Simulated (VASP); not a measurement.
# TaN (I4/mmm) in VASP: further runs

Runs on TaN. Level: PBEsol. Tasks: single point.

Program: VASP 6.6.1. These are calculated values, not measurements. Logs are shortened: lines on timing, memory, paths and dates and some standing lists are left out, and cuts for length are marked.

## Step 1: The cell of the first run

It takes space group I4/mmm (No. 139, tetragonal). The conventional cell has a = 3.082 Å, b = 3.082 Å, c = 4.184 Å, α = 90.00°, β = 90.00°, γ = 90.00°. Within 2.8 Å of Ta (site symmetry 4/mmm) lie 6 N at 2.09 to 2.18 Å. Within 2.8 Å of N (site symmetry 4/mmm) lie 6 Ta at 2.09 to 2.18 Å.

## Step 2: Single point, PBEsol (strain -0.0400 x Voigt [1, 0, 0, 0, 0, 0])

Contents of INCAR:

```
SYSTEM = TaN
PREC = Accurate
ENCUT = 520
EDIFF = 1E-7
ISMEAR = 0
SIGMA = 0.15
LREAL = .FALSE.
LASPH = .TRUE.
NELM = 60
ALGO = Normal
ISIF = 2
LWAVE = .FALSE.
LCHARG = .FALSE.
GGA = PS
NBANDS = 15
```

Contents of KPOINTS:

```
regular mesh
0
G
  18 18 18
  0 0 0
```

Contents of POSCAR:

```
TaN
1.0
    0.0000000000      2.1790000000      2.1790000000
    2.0918400000      0.0000000000      2.1790000000
    2.0918400000      2.1790000000      0.0000000000
Ta N
1 1
Direct
    0.5000000000      0.5000000000      0.5000000000
    0.0000000000      0.0000000000      0.0000000000
```

Potentials or basis: VASP PAW PBE potentials, release 64 (Ta_pv, N).

Launch:

```console
$ cat potpaw_PBE.64/Ta_pv/POTCAR potpaw_PBE.64/N/POTCAR > POTCAR
$ mpirun -np 1 vasp_std > vasp.out
```

OUTCAR:

```text
SYSTEM = TaN
   PREC = Accurate
   ENCUT = 520
   EDIFF = 1E-7
   ISMEAR = 0
   LREAL = .FALSE.
   LASPH = .TRUE.
   NELM = 60
   ISIF = 2
   GGA = PS

 ion  position               nearest neighbor table
   1  0.500  0.500  0.500-   2 2.09   2 2.09   2 2.18   2 2.18   2 2.18   2 2.18
   2  0.000  0.000  0.000-   1 2.09   1 2.09   1 2.18   1 2.18   1 2.18   1 2.18

  LATTYP: Found a body centered tetragonal cell.
 ALAT       =     3.0815713524
 C/A-ratio  =     1.3576450199

  Lattice vectors:

 A1 = (  -2.0918400000,   0.0000000000,  -2.1790000000)
 A2 = (  -2.0918400000,   0.0000000000,   2.1790000000)
 A3 = (   2.0918400000,   2.1790000000,   0.0000000000)

Analysis of symmetry for initial positions (statically):
=====================================================================
 Subroutine PRICEL returns:
 Original cell was already a primitive cell.

 Routine SETGRP: Setting up the symmetry group for a
 body centered tetragonal supercell.

 Subroutine GETGRP returns: Found 16 space group operations
 (whereof 16 operations were pure point group operations)
 out of a pool of 16 trial point group operations.

The static configuration has the point symmetry D_4h.

Analysis of symmetry for dynamics (positions and initial velocities):
=====================================================================
 Subroutine PRICEL returns:
 Original cell was already a primitive cell.

 Routine SETGRP: Setting up the symmetry group for a
 body centered tetragonal supercell.

 Subroutine GETGRP returns: Found 16 space group operations
 (whereof 16 operations were pure point group operations)
 out of a pool of 16 trial point group operations.

The dynamic configuration has the point symmetry D_4h.

 Subroutine INISYM returns: Found 16 space group operations
 (whereof 16 operations are pure point group operations),
 and found     1 'primitive' translations

----------------------------------------------------------------------------------------

                                     Primitive cell

  volume of cell :      19.8643

  direct lattice vectors                    reciprocal lattice vectors
     0.000000000  2.179000000  2.179000000    -0.239024017  0.229463056  0.229463056
     2.091840000  0.000000000  2.179000000     0.239024017 -0.229463056  0.229463056
     2.091840000  2.179000000  0.000000000     0.239024017  0.229463056 -0.229463056

  length of vectors
     3.081571352  3.020568752  3.020568752     0.403037305  0.403037305  0.403037305

  position of ions in fractional coordinates (direct lattice)
     0.500000000  0.500000000  0.500000000
     0.000000000  0.000000000  0.000000000

  ion indices of the primitive-cell ions
   primitive index   ion index
                 1           1
                 2           2

----------------------------------------------------------------------------------------

 KPOINTS: regular mesh

Automatic generation of k-mesh.
 Grid dimensions read from file:
 generate k-points for:   18   18   18

 Generating k-lattice:

  Cartesian coordinates                     Fractional coordinates (reciprocal lattice)
    -0.013279112  0.012747948  0.012747948     0.055555556  0.000000000  0.000000000
     0.013279112 -0.012747948  0.012747948     0.000000000  0.055555556 -0.000000000
     0.013279112  0.012747948 -0.012747948     0.000000000 -0.000000000  0.055555556

  Length of vectors
     0.022390961  0.022390961  0.022390961

  Shift w.r.t. Gamma in fractional coordinates (k-lattice)
     0.000000000  0.000000000  0.000000000

 Subroutine IBZKPT returns following result:
 ===========================================

 Found    480 irreducible k-points:

 Following reciprocal coordinates:
            Coordinates               Weight
  0.000000  0.000000  0.000000      1.000000
  0.055556 -0.000000 -0.000000      8.000000
  0.111111 -0.000000 -0.000000      8.000000
  0.166667  0.000000  0.000000      8.000000
  0.222222 -0.000000 -0.000000      8.000000
  0.277778 -0.000000 -0.000000      8.000000
[... 16 lines left out ...]
 -0.277778  0.055556  0.000000     16.000000
 -0.222222  0.055556  0.000000     16.000000
 [... further k-points ...]
   k-points           NKPTS =    480   k-points in BZ     NKDIM =    480   number of bands    NBANDS=     15
   number of dos      NEDOS =    301   number of ions     NIONS =      2
   total plane-waves  NPLWV =  13824
   dimension x,y,z NGX =    24 NGY =   24 NGZ =   24
   dimension x,y,z NGXF=    48 NGYF=   48 NGZF=   48
   ions per type =               1   1
   NGX,Y,Z   is equivalent  to a cutoff of  12.95, 13.21, 13.21 a.u.
   NGXF,Y,Z  is equivalent  to a cutoff of  25.90, 26.42, 26.42 a.u.
 SYSTEM =  TaN
   PREC   = accura    normal or accurate (medium, high low for compatibility)
   ISTART =      0    job   : 0-new  1-cont  2-samecut
   ICHARG =      2    charge: 1-file 2-atom 10-const
   ISPIN  =      1    spin polarized calculation?
   LNONCOLLINEAR =      F non collinear calculations
   LSORBIT =      F    spin-orbit coupling
   LASPH  =      T    aspherical Exc in radial PAW
   ENCUT  =  520.0 eV  38.22 Ry    6.18 a.u.   5.73  5.62  5.62*2*pi/ulx,y,z
   NELM   =     60;   NELMIN=  2; NELMDL= -5     # of ELM steps
   EDIFF  = 0.1E-06   stopping-criterion for ELM
   LREAL  =      F    real-space projection
   EDIFFG = 0.1E-05   stopping-criterion for IOM
   NSW    =      0    number of steps for IOM
   IBRION =     -1    ionic relax: 0-MD 1-quasi-New 2-CG
   NFREE  =      0    steps in history (QN), initial steepest desc. (CG)
   ISIF   =      2    stress and relaxation
   ISYM   =      2    0-nonsym 1-usesym 2-fastsym
   POTIM  = 0.5000    time-step for ionic-motion
   TEBEG  =    0.0;   TEEND  =   0.0 temperature during run
   PSTRESS=    0.0 pullay stress
   NELECT =      16.0000    total number of electrons
   NUPDOWN=      -1.0000    fix difference up-down
   EMIN   =  10.00;   EMAX   =-10.00  energy-range for DOS
   EFERMI =   0.00;   METHOD = LEGACY
   ISMEAR =     0;   SIGMA  =   0.15  broadening in eV -4-tet -1-fermi 0-gaus
   EFERMI_NEDOS =   21; number of points for ismear=-14 and -15
   IALGO  =     38    algorithm
   IMIX   =      4    mixing-type and parameters
     AMIX     =   0.40;   BMIX     =  1.00
     AMIX_MAG =   1.60;   BMIX_MAG =  1.00
  volume/ion in A,a.u.               =       9.93        67.03
  Fermi-wavevector in a.u.,A,eV,Ry     =   1.523201  2.878432 31.567434  2.320141
  Thomas-Fermi vector in A             =   2.631676
   LORBIT       =      0    0 simple, 1 ext, 2 COOP (PROOUT), +10 PAW based schemes
   GGA     = PS    functional components
   LHFCALC =     F    Hartree Fock is set to
   AEXX    =    0.0000 exact exchange contribution
   IVDW    =     0    specifies the selected vdW correction
   LEPSILON=     F    determine dielectric tensor
   LRPA    =     F    only Hartree local field effects (RPA)
 non-spin polarized calculation
 Gauss-broadening in eV      SIGMA  =   0.15
  energy-cutoff  :      520.00
  volume of cell :       19.86
 maximum number of plane-waves:       549
   NGX = 11   NGY = 11   NGZ = 11

 number of electron      15.9999997 magnetization

 Free energy of the ion-electron system (eV)
  ---------------------------------------------------
  ext. energy  EPLUGINS =         0.00000000
  ---------------------------------------------------
  free energy    TOTEN  =       -23.08066815 eV

  energy without entropy =      -23.07234958  energy(sigma->0) =      -23.07650887

 E-fermi :  10.1631     XC(G=0): -13.9645

 val. band max:       10.1611432673   @ k =  -0.3889   0.2778   0.2222
 cond. band min:      10.1708032114   @ k =  -0.3889   0.3333   0.2778
 fundamental gap:      0.0096599441
 Fermi energy:        10.1631039125

 k-point     1 :       0.0000    0.0000    0.0000
  band No.  band energies     occupation
      1     -25.4028      2.00000
      2     -25.4028      2.00000
      3     -25.3979      2.00000
      4      -9.2186      2.00000
      5       6.0909      2.00000
      6       6.0909      2.00000
      7       6.3484      2.00000
      8       7.6716      2.00000
      9       7.6716      2.00000
     10       8.1985      2.00000
     11       9.8906      1.98981
     12      10.1737      0.92038
     13      12.7087      0.00000
     14      19.5848      0.00000
     15      22.7028      0.00000

 k-point     2 :       0.0556   -0.0000   -0.0000
  band No.  band energies     occupation
      1     -25.4383      2.00000
      2     -25.4070      2.00000
      3     -25.4017      2.00000
      4      -9.1306      2.00000
      5       5.6749      2.00000
      6       5.7687      2.00000
      7       6.0026      2.00000
      8       7.8360      2.00000
      9       7.8940      2.00000
     10       8.3251      2.00000
     11      10.2336      0.50639
     12      10.5293      0.00055
     13      12.9449      0.00000
     14      19.8425      0.00000
     15      22.7027      0.00000

 k-point     3 :       0.1111   -0.0000   -0.0000
  band No.  band energies     occupation
      1     -25.5440      2.00000
      2     -25.4190      2.00000
      3     -25.4079      2.00000
      4      -8.8748      2.00000
      5       4.7666      2.00000
      6       5.0982      2.00000
      7       5.3081      2.00000
      8       8.1999      2.00000
      9       8.2743      2.00000
     10       8.5876      2.00000
     11      11.0882      0.00000
     12      11.4038      0.00000
     13      13.5763      0.00000
     14      20.5712      0.00000
     15      22.7022      0.00000
[... 343 lines left out ...]
 k-point    23 :      -0.2778    0.0556    0.0000
  band No.  band energies     occupation
      1     -26.1472      2.00000
      2     -25.5217      2.00000
      3     -25.4381      2.00000
      4      -7.1357      2.00000
      5       1.2350      2.00000
      6       2.8258      2.00000
      7       3.1397      2.00000
      8       9.6543      2.00000
      9      10.0446      1.73610
     10      11.0833      0.00000
     11      14.0393      0.00000
     12      15.5743      0.00000
     13      17.0688      0.00000
     14      22.6672      0.00000
     15      23.3243      0.00000

 k-point    24 :      -0.2222    0.0556    0.0000
  band No.  band energies     occupation
      1     -25.9642      2.00000
      2     -25.4981      2.00000
      3     -25.4242      2.00000
      4      -7.7080      2.00000
      5       2.1774      2.00000
      6       3.3394      2.00000
      7       3.7046      2.00000
      8       9.1867      2.00000
      9       9.3515      2.00000
     10      10.2983      0.20236
     11      12.9002      0.00000
     12      14.6051      0.00000
     13      16.2253      0.00000
     14      22.6882      0.00000
     15      23.1357      0.00000

 [... further k-points ...]

------------------------ aborting loop because EDIFF is reached ----------------------------------------

  FORCE on cell =-STRESS in cart. coord.  units (eV):
  Direction    XX          YY          ZZ          XY          YZ          ZX
  --------------------------------------------------------------------------------------
  -------------------------------------------------------------------------------------
  Total        6.0220499      1.4973779      1.4973779     -0.0000000      0.0000000     -0.0000000
  in kB      485.7155549    120.7727855    120.7727855     -0.0000000      0.0000000     -0.0000000
  external PRESSURE =     242.4203753 kB  Pullay stress =       0.0000000 kB

 VOLUME and BASIS-vectors are now :
 -----------------------------------------------------------------------------
  energy-cutoff  :      520.00
  volume of cell :       19.86
      direct lattice vectors                 reciprocal lattice vectors
     0.000000000  2.179000000  2.179000000    -0.239024017  0.229463056  0.229463056
     2.091840000  0.000000000  2.179000000     0.239024017 -0.229463056  0.229463056
     2.091840000  2.179000000  0.000000000     0.239024017  0.229463056 -0.229463056

 POSITION                                       TOTAL-FORCE (eV/Angst)
 -----------------------------------------------------------------------------------
      2.09184      2.17900      2.17900         0.000000     -0.000000      0.000000
      0.00000      0.00000      0.00000        -0.000000      0.000000     -0.000000
 -----------------------------------------------------------------------------------
    total drift:                                0.000000     -0.000000     -0.000000

  FREE ENERGIE OF THE ION-ELECTRON SYSTEM (eV)
  ---------------------------------------------------
  free  energy   TOTEN  =       -23.0806681517 eV

  energy  without entropy=      -23.0723495795  energy(sigma->0) =      -23.07650887
```

Wall time 43 s (1 thread of Intel Xeon 6975P-C (Granite Rapids), shared host); peak memory 0.26 GiB.

What came out:

| Quantity | Value |
| --- | --- |
| Free energy | -23.0807 eV |
| Pressure | 24.2 GPa |
| Band gap on the k mesh | zero (bands 8 and 9 overlap by 4.40 eV) |

Stress tensor (GPa, compression positive):
```
48.57  0.00  0.00
 0.00 12.08  0.00
 0.00  0.00 12.08
```

Caveat: the cell differs from its parent crystal (strain -0.0400 x Voigt [1, 0, 0, 0, 0, 0]); the cell stands under pressure; the PAW data sets were made with another functional, which shifts forces and pressure a little; spin-orbit coupling is left out, which moves the levels of the heavy elements.

[end of part 1 of 3]
